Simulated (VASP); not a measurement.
# NaCl (ae) (Fm-3m) in VASP: further runs

NaCl (ae) is run at these levels: PBE; tasks: single point, relaxation of cell and atoms.

All numbers are computed with VASP 6.6.1; they aren't measurements. Logs are shortened: lines on timing, memory, paths and dates and some standing lists are left out, and cuts for length are marked.

**1. The cell of the first run**

Symmetry: Fm-3m, No. 225, cubic system. Conventional cell: a = 5.697 Å, b = 5.697 Å, c = 5.697 Å, α = 90.00°, β = 90.00°, γ = 90.00°. Within 3.8 Å of Na (site symmetry m-3m) lie 6 Cl at 2.85 Å. Within 3.8 Å of Cl (site symmetry m-3m) lie 6 Na at 2.85 Å.

**2. Single point, PBE**

Input file INCAR:

```
PREC     = Accurate       # precision mode
ENCUT    = 500            # plane-wave cutoff, eV
EDIFF    = 1E-6           # SCF threshold, eV
ISMEAR   = 0              # smearing method
SIGMA    = 0.02           # smearing width, eV
LREAL    = False          # projectors in reciprocal space
LASPH    = True           # aspherical terms in the spheres
NELM     = 120            # most SCF steps
ALGO     = Normal         # electronic algorithm
ISIF     = 2              # what is computed and relaxed
LWAVE    = False          # write WAVECAR
LCHARG   = False          # write CHGCAR
GGA      = PE             # functional
NBANDS   = 14             # bands
GGA_COMPAT= False
```

Input file KPOINTS:

```
Automatic mesh
0
Gamma
  8 8 8
```

Input file POSCAR:

```
NaCl
1.0
    0.0000000000      2.8483759994      2.8483759994
    2.8483759994      0.0000000000      2.8483759994
    2.8483759994      2.8483759994      0.0000000000
Na Cl
1 1
Direct
    0.0000000000      0.0000000000      0.0000000000
    0.5000000000      0.5000000000      0.5000000000
```

Potentials or basis: VASP PAW PBE potentials, release 64 (Na_pv, Cl).

Command:

```console
$ cat potpaw_PBE.64/Na_pv/POTCAR potpaw_PBE.64/Cl/POTCAR > POTCAR
$ mpirun -np 1 vasp_std > vasp.out
```

OUTCAR:

```text
PREC = Accurate
   ENCUT = 500
   EDIFF = 1E-6
   ISMEAR = 0
   LREAL = False
   LASPH = True
   NELM = 120
   ISIF = 2
   GGA = PE

 ion  position               nearest neighbor table
   1  0.000  0.000  0.000-
   2  0.500  0.500  0.500-

  LATTYP: Found a face centered cubic cell.
 ALAT       =     5.6967519988

  Lattice vectors:

 A1 = (   0.0000000000,   2.8483759994,   2.8483759994)
 A2 = (   2.8483759994,   0.0000000000,   2.8483759994)
 A3 = (   2.8483759994,   2.8483759994,   0.0000000000)

Analysis of symmetry for initial positions (statically):
=====================================================================
 Subroutine PRICEL returns:
 Original cell was already a primitive cell.

 Routine SETGRP: Setting up the symmetry group for a
 face centered cubic supercell.

 Subroutine GETGRP returns: Found 48 space group operations
 (whereof 48 operations were pure point group operations)
 out of a pool of 48 trial point group operations.

The static configuration has the point symmetry O_h .

Analysis of symmetry for dynamics (positions and initial velocities):
=====================================================================
 Subroutine PRICEL returns:
 Original cell was already a primitive cell.

 Routine SETGRP: Setting up the symmetry group for a
 face centered cubic supercell.

 Subroutine GETGRP returns: Found 48 space group operations
 (whereof 48 operations were pure point group operations)
 out of a pool of 48 trial point group operations.

The dynamic configuration has the point symmetry O_h .

 Subroutine INISYM returns: Found 48 space group operations
 (whereof 48 operations are pure point group operations),
 and found     1 'primitive' translations

----------------------------------------------------------------------------------------

                                     Primitive cell

  volume of cell :      46.2191

  direct lattice vectors                    reciprocal lattice vectors
     0.000000000  2.848375999  2.848375999    -0.175538623  0.175538623  0.175538623
     2.848375999  0.000000000  2.848375999     0.175538623 -0.175538623  0.175538623
     2.848375999  2.848375999  0.000000000     0.175538623  0.175538623 -0.175538623

  length of vectors
     4.028211969  4.028211969  4.028211969     0.304041813  0.304041813  0.304041813

  position of ions in fractional coordinates (direct lattice)
     0.000000000  0.000000000  0.000000000
     0.500000000  0.500000000  0.500000000

  ion indices of the primitive-cell ions
   primitive index   ion index
                 1           1
                 2           2

----------------------------------------------------------------------------------------

 KPOINTS: Automatic mesh

Automatic generation of k-mesh.
 Grid dimensions read from file:
 generate k-points for:    8    8    8

 Generating k-lattice:

  Cartesian coordinates                     Fractional coordinates (reciprocal lattice)
    -0.021942328  0.021942328  0.021942328     0.125000000  0.000000000  0.000000000
     0.021942328 -0.021942328  0.021942328     0.000000000  0.125000000  0.000000000
     0.021942328  0.021942328 -0.021942328     0.000000000  0.000000000  0.125000000

  Length of vectors
     0.038005227  0.038005227  0.038005227

  Shift w.r.t. Gamma in fractional coordinates (k-lattice)
     0.000000000  0.000000000  0.000000000

 Subroutine IBZKPT returns following result:
 ===========================================

 Found     29 irreducible k-points:

 Following reciprocal coordinates:
            Coordinates               Weight
  0.000000  0.000000  0.000000      1.000000
  0.125000  0.000000  0.000000      8.000000
  0.250000  0.000000  0.000000      8.000000
  0.375000  0.000000  0.000000      8.000000
  0.500000  0.000000  0.000000      4.000000
  0.125000  0.125000  0.000000      6.000000
[... 16 lines left out ...]
  0.500000  0.250000  0.125000     48.000000
 -0.375000  0.250000  0.125000     24.000000
 [... further k-points ...]
   k-points           NKPTS =     29   k-points in BZ     NKDIM =     29   number of bands    NBANDS=     14
   number of dos      NEDOS =    301   number of ions     NIONS =      2
   total plane-waves  NPLWV =  27000
   dimension x,y,z NGX =    30 NGY =   30 NGZ =   30
   dimension x,y,z NGXF=    60 NGYF=   60 NGZF=   60
   ions per type =               1   1
   NGX,Y,Z   is equivalent  to a cutoff of  12.38, 12.38, 12.38 a.u.
   NGXF,Y,Z  is equivalent  to a cutoff of  24.76, 24.76, 24.76 a.u.
 SYSTEM =  unknown system
   PREC   = accura    normal or accurate (medium, high low for compatibility)
   ISTART =      0    job   : 0-new  1-cont  2-samecut
   ICHARG =      2    charge: 1-file 2-atom 10-const
   ISPIN  =      1    spin polarized calculation?
   LNONCOLLINEAR =      F non collinear calculations
   LSORBIT =      F    spin-orbit coupling
   LASPH  =      T    aspherical Exc in radial PAW
   ENCUT  =  500.0 eV  36.75 Ry    6.06 a.u.   7.34  7.34  7.34*2*pi/ulx,y,z
   NELM   =    120;   NELMIN=  2; NELMDL= -5     # of ELM steps
   EDIFF  = 0.1E-05   stopping-criterion for ELM
   LREAL  =      F    real-space projection
   EDIFFG = 0.1E-04   stopping-criterion for IOM
   NSW    =      0    number of steps for IOM
   IBRION =     -1    ionic relax: 0-MD 1-quasi-New 2-CG
   NFREE  =      0    steps in history (QN), initial steepest desc. (CG)
   ISIF   =      2    stress and relaxation
   ISYM   =      2    0-nonsym 1-usesym 2-fastsym
   POTIM  = 0.5000    time-step for ionic-motion
   TEBEG  =    0.0;   TEEND  =   0.0 temperature during run
   PSTRESS=    0.0 pullay stress
   NELECT =      14.0000    total number of electrons
   NUPDOWN=      -1.0000    fix difference up-down
   EMIN   =  10.00;   EMAX   =-10.00  energy-range for DOS
   EFERMI =   0.00;   METHOD = LEGACY
   ISMEAR =     0;   SIGMA  =   0.02  broadening in eV -4-tet -1-fermi 0-gaus
   EFERMI_NEDOS =   21; number of points for ismear=-14 and -15
   IALGO  =     38    algorithm
   IMIX   =      4    mixing-type and parameters
     AMIX     =   0.40;   BMIX     =  1.00
     AMIX_MAG =   1.60;   BMIX_MAG =  1.00
  volume/ion in A,a.u.               =      23.11       155.95
  Fermi-wavevector in a.u.,A,eV,Ry     =   1.099453  2.077666 16.446695  1.208798
  Thomas-Fermi vector in A             =   2.235848
   LORBIT       =      0    0 simple, 1 ext, 2 COOP (PROOUT), +10 PAW based schemes
   GGA     = PE    functional components
   LHFCALC =     F    Hartree Fock is set to
   AEXX    =    0.0000 exact exchange contribution
   IVDW    =     0    specifies the selected vdW correction
   LEPSILON=     F    determine dielectric tensor
   LRPA    =     F    only Hartree local field effects (RPA)
 non-spin polarized calculation
 Gauss-broadening in eV      SIGMA  =   0.02
  energy-cutoff  :      500.00
  volume of cell :       46.22
 maximum number of plane-waves:      1211
 NGX is ok and might be reduce to    30
   NGX = 15   NGY = 15   NGZ = 15

 number of electron      13.9999992 magnetization

 Free energy of the ion-electron system (eV)
  ---------------------------------------------------
  ext. energy  EPLUGINS =         0.00000000
  ---------------------------------------------------
  free energy    TOTEN  =        -6.77771773 eV

  energy without entropy =       -6.77771773  energy(sigma->0) =       -6.77771773

 E-fermi :  -0.7110     XC(G=0):  -8.0388

 val. band max:       -0.9014702787   @ k =   0.0000   0.0000   0.0000
 cond. band min:       4.0917759997   @ k =   0.0000   0.0000   0.0000
 fundamental gap:      4.9932462785
 Fermi energy:        -0.7109917151

 k-point     1 :       0.0000    0.0000    0.0000
  band No.  band energies     occupation
      1     -21.7801      2.00000
      2     -21.7801      2.00000
      3     -21.7801      2.00000
      4     -13.4948      2.00000
      5      -0.9015      2.00000
      6      -0.9015      2.00000
      7      -0.9015      2.00000
      8       4.0918      0.00000
      9      10.1861      0.00000
     10      10.1861      0.00000
     11      10.1861      0.00000
     12      12.3083      0.00000
     13      12.3083      0.00000
     14      13.8650      0.00000

 k-point     2 :       0.1250    0.0000    0.0000
  band No.  band energies     occupation
      1     -21.7838      2.00000
      2     -21.7803      2.00000
      3     -21.7803      2.00000
      4     -13.4518      2.00000
      5      -1.2527      2.00000
      6      -0.9396      2.00000
      7      -0.9396      2.00000
      8       4.5753      0.00000
      9       9.6404      0.00000
     10      10.3700      0.00000
     11      10.3700      0.00000
     12      12.0342      0.00000
     13      12.0342      0.00000
     14      14.7342      0.00000

 k-point     3 :       0.2500    0.0000    0.0000
  band No.  band energies     occupation
      1     -21.7927      2.00000
      2     -21.7810      2.00000
      3     -21.7810      2.00000
      4     -13.3452      2.00000
      5      -1.9472      2.00000
      6      -1.0287      2.00000
      7      -1.0287      2.00000
      8       5.5479      0.00000
      9       9.0385      0.00000
     10      10.4340      0.00000
     11      10.4340      0.00000
     12      12.2410      0.00000
     13      12.2410      0.00000
     14      14.4764      0.00000
[... 324 lines left out ...]
 k-point    23 :       0.5000    0.2500    0.1250
  band No.  band energies     occupation
      1     -21.7985      2.00000
      2     -21.7867      2.00000
      3     -21.7832      2.00000
      4     -13.1923      2.00000
      5      -2.3630      2.00000
      6      -1.5496      2.00000
      7      -1.2391      2.00000
      8       7.1441      0.00000
      9       8.5579      0.00000
     10       8.9731      0.00000
     11      10.8979      0.00000
     12      12.6991      0.00000
     13      14.9638      0.00000
     14      15.4585      0.00000

 k-point    24 :      -0.3750    0.2500    0.1250
  band No.  band energies     occupation
      1     -21.8004      2.00000
      2     -21.7872      2.00000
      3     -21.7839      2.00000
      4     -13.1574      2.00000
      5      -2.4735      2.00000
      6      -1.6230      2.00000
      7      -1.2897      2.00000
      8       7.3505      0.00000
      9       8.5031      0.00000
     10       9.2423      0.00000
     11      10.7187      0.00000
     12      13.2926      0.00000
     13      14.5129      0.00000
     14      15.5653      0.00000

 [... further k-points ...]

------------------------ aborting loop because EDIFF is reached ----------------------------------------

  FORCE on cell =-STRESS in cart. coord.  units (eV):
  Direction    XX          YY          ZZ          XY          YZ          ZX
  --------------------------------------------------------------------------------------
  -------------------------------------------------------------------------------------
  Total       -0.0176067     -0.0176067     -0.0176067      0.0000000     -0.0000000      0.0000000
  in kB       -0.6103335     -0.6103335     -0.6103335      0.0000000     -0.0000000      0.0000000
  external PRESSURE =      -0.6103335 kB  Pullay stress =       0.0000000 kB

 VOLUME and BASIS-vectors are now :
 -----------------------------------------------------------------------------
  energy-cutoff  :      500.00
  volume of cell :       46.22
      direct lattice vectors                 reciprocal lattice vectors
     0.000000000  2.848375999  2.848375999    -0.175538623  0.175538623  0.175538623
     2.848375999  0.000000000  2.848375999     0.175538623 -0.175538623  0.175538623
     2.848375999  2.848375999  0.000000000     0.175538623  0.175538623 -0.175538623

 POSITION                                       TOTAL-FORCE (eV/Angst)
 -----------------------------------------------------------------------------------
      0.00000      0.00000      0.00000         0.000000      0.000000      0.000000
      2.84838      2.84838      2.84838        -0.000000     -0.000000     -0.000000
 -----------------------------------------------------------------------------------
    total drift:                                0.000000      0.000000      0.000000

  FREE ENERGIE OF THE ION-ELECTRON SYSTEM (eV)
  ---------------------------------------------------
  free  energy   TOTEN  =        -6.7777177309 eV

  energy  without entropy=       -6.7777177309  energy(sigma->0) =       -6.77771773
```

Wall time 14 s (1 thread of Intel Xeon Platinum 8259CL at 2.50GHz (Skylake/Cascade Lake), shared host); peak memory 0.16 GiB.

Results:

* Free energy: -6.7777 eV
* Pressure: -0.1 GPa
* Band gap on the k mesh: 4.99 eV, direct

(Part 1 of 2 ends here.)
